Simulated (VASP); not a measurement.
Input of a VASP 6.6.1 run:

The input INCAR:

```
SYSTEM = LiH
ALGO = Normal
EDIFF = 1E-7
ENCUT = 520
GGA = CA
ISIF = 2
ISMEAR = -1
LASPH = .TRUE.
LCHARG = .FALSE.
LREAL = .FALSE.
LWAVE = .FALSE.
NBANDS = 9
NELM = 100
PREC = Accurate
SIGMA = 0.02
```

Contents of KPOINTS:

```
k-points
0
G
  10 10 10
  0 0 0
```

Contents of POSCAR:

```
LiH
1.0
    2.4472834598      0.0000000000      0.0000000000
    0.0000000000      2.4472834598      0.0000000000
    0.0000000000      0.0000000000      2.4472834598
Li H
1 1
Direct
    0.0000000000      0.0000000000      0.0000000000
    0.5000000000      0.5000000000      0.5000000000
```

Potentials or basis: VASP PAW LDA potentials, release 64 (Li_sv, H).

Run with:

```console
$ cat potpaw_LDA.64/Li_sv/POTCAR potpaw_LDA.64/H/POTCAR > POTCAR
$ mpirun -np 1 vasp_std > vasp.out
```

(1) What does it give for the band gap on the k mesh?

## Answers

(1) 0.35 eV, indirect (least direct gap 3.88 eV).
